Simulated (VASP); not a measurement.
# WC (Fm-3m) in VASP: settings compared, part 2 of 3

VASP 6.6.1. Earlier steps stand in the parts before.

### Step 4. Single point, PBE

This run uses another cell than the first one, of 10.54 Å³/atom, 0.962 times its volume.

INCAR reads:

```
PREC = Accurate ; ENCUT = 520
EDIFF = 1E-7 ; ISMEAR = -1
SIGMA = 0.05 ; LREAL = F
LASPH = T ; NELM = 60
ALGO = Normal ; ISIF = 2
LWAVE = F ; LCHARG = F
GGA = PE ; NBANDS = 16
```

KPOINTS reads:

```
Automatic mesh
0
Gamma
  10 10 10
```

POSCAR reads:

```
WC
1.0
    0.0000000000      2.1926840000      2.1926840000
    2.1926840000      0.0000000000      2.1926840000
    2.1926840000      2.1926840000      0.0000000000
W C
1 1
Direct
    0.0000000000      0.0000000000      0.0000000000
    0.5000000000      0.5000000000      0.5000000000
```

Potentials or basis: VASP PAW PBE potentials, release 64 (W_sv, C).

The run is started by

```console
$ cat potpaw_PBE.64/W_sv/POTCAR potpaw_PBE.64/C/POTCAR > POTCAR
$ mpirun -np 1 vasp_std > vasp.out
```

OUTCAR:

```text
PREC = Accurate
   ENCUT = 520
   EDIFF = 1E-7
   ISMEAR = -1
   LREAL = F
   LASPH = T
   NELM = 60
   ISIF = 2
   GGA = PE

 ion  position               nearest neighbor table
   1  0.000  0.000  0.000-   2 2.19   2 2.19   2 2.19   2 2.19   2 2.19   2 2.19
   2  0.500  0.500  0.500-   1 2.19   1 2.19   1 2.19   1 2.19   1 2.19   1 2.19

  LATTYP: Found a face centered cubic cell.
 ALAT       =     4.3853680000

  Lattice vectors:

 A1 = (   0.0000000000,   2.1926840000,   2.1926840000)
 A2 = (   2.1926840000,   0.0000000000,   2.1926840000)
 A3 = (   2.1926840000,   2.1926840000,   0.0000000000)

Analysis of symmetry for initial positions (statically):
=====================================================================
 Subroutine PRICEL returns:
 Original cell was already a primitive cell.

 Routine SETGRP: Setting up the symmetry group for a
 face centered cubic supercell.

 Subroutine GETGRP returns: Found 48 space group operations
 (whereof 48 operations were pure point group operations)
 out of a pool of 48 trial point group operations.

The static configuration has the point symmetry O_h .

Analysis of symmetry for dynamics (positions and initial velocities):
=====================================================================
 Subroutine PRICEL returns:
 Original cell was already a primitive cell.

 Routine SETGRP: Setting up the symmetry group for a
 face centered cubic supercell.

 Subroutine GETGRP returns: Found 48 space group operations
 (whereof 48 operations were pure point group operations)
 out of a pool of 48 trial point group operations.

The dynamic configuration has the point symmetry O_h .

 Subroutine INISYM returns: Found 48 space group operations
 (whereof 48 operations are pure point group operations),
 and found     1 'primitive' translations

----------------------------------------------------------------------------------------

                                     Primitive cell

  volume of cell :      21.0842

  direct lattice vectors                    reciprocal lattice vectors
     0.000000000  2.192684000  2.192684000    -0.228031034  0.228031034  0.228031034
     2.192684000  0.000000000  2.192684000     0.228031034 -0.228031034  0.228031034
     2.192684000  2.192684000  0.000000000     0.228031034  0.228031034 -0.228031034

  length of vectors
     3.100923451  3.100923451  3.100923451     0.394961337  0.394961337  0.394961337

  position of ions in fractional coordinates (direct lattice)
     0.000000000  0.000000000  0.000000000
     0.500000000  0.500000000  0.500000000

  ion indices of the primitive-cell ions
   primitive index   ion index
                 1           1
                 2           2

----------------------------------------------------------------------------------------

 KPOINTS: Automatic mesh

Automatic generation of k-mesh.
 Grid dimensions read from file:
 generate k-points for:   10   10   10

 Generating k-lattice:

  Cartesian coordinates                     Fractional coordinates (reciprocal lattice)
    -0.022803103  0.022803103  0.022803103     0.100000000  0.000000000  0.000000000
     0.022803103 -0.022803103  0.022803103     0.000000000  0.100000000  0.000000000
     0.022803103  0.022803103 -0.022803103     0.000000000  0.000000000  0.100000000

  Length of vectors
     0.039496134  0.039496134  0.039496134

  Shift w.r.t. Gamma in fractional coordinates (k-lattice)
     0.000000000  0.000000000  0.000000000

 Subroutine IBZKPT returns following result:
 ===========================================

 Found     47 irreducible k-points:

 Following reciprocal coordinates:
            Coordinates               Weight
  0.000000  0.000000  0.000000      1.000000
  0.100000  0.000000  0.000000      8.000000
  0.200000  0.000000  0.000000      8.000000
  0.300000  0.000000  0.000000      8.000000
  0.400000  0.000000  0.000000      8.000000
  0.500000  0.000000  0.000000      4.000000
[... 16 lines left out ...]
  0.300000  0.300000  0.000000      6.000000
  0.400000  0.300000  0.000000     24.000000
 [... further k-points ...]
   k-points           NKPTS =     47   k-points in BZ     NKDIM =     47   number of bands    NBANDS=     16
   number of dos      NEDOS =    301   number of ions     NIONS =      2
   total plane-waves  NPLWV =  13824
   dimension x,y,z NGX =    24 NGY =   24 NGZ =   24
   dimension x,y,z NGXF=    48 NGYF=   48 NGZF=   48
   ions per type =               1   1
   NGX,Y,Z   is equivalent  to a cutoff of  12.87, 12.87, 12.87 a.u.
   NGXF,Y,Z  is equivalent  to a cutoff of  25.73, 25.73, 25.73 a.u.
 SYSTEM =  unknown system
   PREC   = accura    normal or accurate (medium, high low for compatibility)
   ISTART =      0    job   : 0-new  1-cont  2-samecut
   ICHARG =      2    charge: 1-file 2-atom 10-const
   ISPIN  =      1    spin polarized calculation?
   LNONCOLLINEAR =      F non collinear calculations
   LSORBIT =      F    spin-orbit coupling
   LASPH  =      T    aspherical Exc in radial PAW
   ENCUT  =  520.0 eV  38.22 Ry    6.18 a.u.   5.77  5.77  5.77*2*pi/ulx,y,z
   NELM   =     60;   NELMIN=  2; NELMDL= -5     # of ELM steps
   EDIFF  = 0.1E-06   stopping-criterion for ELM
   LREAL  =      F    real-space projection
   EDIFFG = 0.1E-05   stopping-criterion for IOM
   NSW    =      0    number of steps for IOM
   IBRION =     -1    ionic relax: 0-MD 1-quasi-New 2-CG
   NFREE  =      0    steps in history (QN), initial steepest desc. (CG)
   ISIF   =      2    stress and relaxation
   ISYM   =      2    0-nonsym 1-usesym 2-fastsym
   POTIM  = 0.5000    time-step for ionic-motion
   TEBEG  =    0.0;   TEEND  =   0.0 temperature during run
   PSTRESS=    0.0 pullay stress
   NELECT =      18.0000    total number of electrons
   NUPDOWN=      -1.0000    fix difference up-down
   EMIN   =  10.00;   EMAX   =-10.00  energy-range for DOS
   EFERMI =   0.00;   METHOD = LEGACY
   ISMEAR =    -1;   SIGMA  =   0.05  broadening in eV -4-tet -1-fermi 0-gaus
   EFERMI_NEDOS =   21; number of points for ismear=-14 and -15
   IALGO  =     38    algorithm
   IMIX   =      4    mixing-type and parameters
     AMIX     =   0.40;   BMIX     =  1.00
     AMIX_MAG =   1.60;   BMIX_MAG =  1.00
  volume/ion in A,a.u.               =      10.54        71.14
  Fermi-wavevector in a.u.,A,eV,Ry     =   1.553029  2.934800 32.815887  2.411900
  Thomas-Fermi vector in A             =   2.657319
   LORBIT       =      0    0 simple, 1 ext, 2 COOP (PROOUT), +10 PAW based schemes
   GGA     = PE    functional components
   LHFCALC =     F    Hartree Fock is set to
   AEXX    =    0.0000 exact exchange contribution
   IVDW    =     0    specifies the selected vdW correction
   LEPSILON=     F    determine dielectric tensor
   LRPA    =     F    only Hartree local field effects (RPA)
 non-spin polarized calculation
  energy-cutoff  :      520.00
  volume of cell :       21.08
 maximum number of plane-waves:       588
   NGX = 11   NGY = 11   NGZ = 11

 number of electron      18.0000001 magnetization

 Free energy of the ion-electron system (eV)
  ---------------------------------------------------
  ext. energy  EPLUGINS =         0.00000000
  ---------------------------------------------------
  free energy    TOTEN  =       -21.57187593 eV

  energy without entropy =      -21.56536963  energy(sigma->0) =      -21.56862278

 E-fermi :  12.4516     XC(G=0): -13.7146

 val. band max:       12.3579413789   @ k =   0.3000   0.2000   0.1000
 cond. band min:      12.4910852674   @ k =  -0.1000   0.1000   0.0000
 fundamental gap:      0.1331438885
 Fermi energy:        12.4515918780

 k-point     1 :       0.0000    0.0000    0.0000
  band No.  band energies     occupation
      1     -63.0325      2.00000
      2     -27.0267      2.00000
      3     -27.0267      2.00000
      4     -27.0267      2.00000
      5      -3.4038      2.00000
      6       9.6602      2.00000
[... 8 lines left out ...]
     15      22.0847      0.00000
     16      35.5831      0.00000
[... 419 lines left out ...]
 k-point    24 :       0.4000    0.3000    0.0000
  band No.  band energies     occupation
      1     -62.9931      2.00000
      2     -27.4561      2.00000
      3     -27.2032      2.00000
      4     -27.1855      2.00000
      5      -0.9626      2.00000
      6       5.3419      2.00000
[... 8 lines left out ...]
     15      24.1309      0.00000
     16      27.7974      0.00000

 [... further k-points ...]

------------------------ aborting loop because EDIFF is reached ----------------------------------------

  FORCE on cell =-STRESS in cart. coord.  units (eV):
  Direction    XX          YY          ZZ          XY          YZ          ZX
  --------------------------------------------------------------------------------------
  -------------------------------------------------------------------------------------
  Total       -0.0778635     -0.0778635     -0.0778635     -0.0000000     -0.0000000      0.0000000
  in kB       -5.9167952     -5.9167952     -5.9167952     -0.0000000     -0.0000000      0.0000000
  external PRESSURE =      -5.9167952 kB  Pullay stress =       0.0000000 kB

 VOLUME and BASIS-vectors are now :
 -----------------------------------------------------------------------------
  energy-cutoff  :      520.00
  volume of cell :       21.08
      direct lattice vectors                 reciprocal lattice vectors
     0.000000000  2.192684000  2.192684000    -0.228031034  0.228031034  0.228031034
     2.192684000  0.000000000  2.192684000     0.228031034 -0.228031034  0.228031034
     2.192684000  2.192684000  0.000000000     0.228031034  0.228031034 -0.228031034

 POSITION                                       TOTAL-FORCE (eV/Angst)
 -----------------------------------------------------------------------------------
      0.00000      0.00000      0.00000         0.000000      0.000000      0.000000
      2.19268      2.19268      2.19268        -0.000000     -0.000000      0.000000
 -----------------------------------------------------------------------------------
    total drift:                                0.000000     -0.000000     -0.000000

  FREE ENERGIE OF THE ION-ELECTRON SYSTEM (eV)
  ---------------------------------------------------
  free  energy   TOTEN  =       -21.5718759250 eV

  energy  without entropy=      -21.5653696335  energy(sigma->0) =      -21.56862278
```

OSZICAR:

```text
N       E                     dE             d eps       ncg     rms          rms(c)
DAV:   1     0.112760075811E+03    0.11276E+03   -0.92600E+03  1504   0.124E+03
DAV:   2    -0.215979938257E+02   -0.13436E+03   -0.12950E+03  1816   0.341E+02
DAV:   3    -0.250444731432E+02   -0.34465E+01   -0.34234E+01  1672   0.510E+01
DAV:   4    -0.250625967413E+02   -0.18124E-01   -0.18123E-01  1912   0.418E+00
DAV:   5    -0.250627254227E+02   -0.12868E-03   -0.12868E-03  1672   0.339E-01    0.307E+01
DAV:   6    -0.216824227115E+02    0.33803E+01   -0.86755E+00  1824   0.278E+01    0.770E+00
DAV:   7    -0.216003279672E+02    0.82095E-01   -0.49814E-01  1528   0.565E+00    0.635E+00
DAV:   8    -0.215738367292E+02    0.26491E-01   -0.77248E-02  1688   0.239E+00    0.146E+00
DAV:   9    -0.215719385839E+02    0.18981E-02   -0.35600E-03  1600   0.529E-01    0.121E-01
DAV:  10    -0.215718757620E+02    0.62822E-04   -0.36629E-04  1808   0.208E-01    0.540E-02
DAV:  11    -0.215718766052E+02   -0.84321E-06   -0.11437E-05  1704   0.339E-02    0.137E-02
DAV:  12    -0.215718758618E+02    0.74335E-06   -0.13250E-06  1632   0.135E-02    0.270E-03
DAV:  13    -0.215718759250E+02   -0.63165E-07   -0.48798E-08  1128   0.200E-03
   1 F= -.21571876E+02 E0= -.21568623E+02  d E =-.650629E-02
```

stdout:

```text
POSCAR found type information on POSCAR W C
 POSCAR found :  2 types and       2 ions
 scaLAPACK will be used
 LDA part: xc-table for (Slater+PW92), standard interpolation
 POSCAR, INCAR and KPOINTS ok, starting setup
 FFT: planning ... GRIDC
 FFT: planning ... GRID_SOFT
 FFT: planning ... GRID
 WAVECAR not read
 entering main loop
```

It took 16 s on 1 thread of Intel Xeon 8259CL, shared host; peak memory 0.15 GiB.

What came out:

```
Free energy            : -21.5719 eV
Pressure               : -0.6 GPa
Band gap on the k mesh : zero (band 9 reaches 13.45 eV, above the bottom of band 10 at 10.27 eV)
```

Caveat: spin-orbit coupling is left out, which moves the levels of the heavy elements.

[end of part 2 of 3]
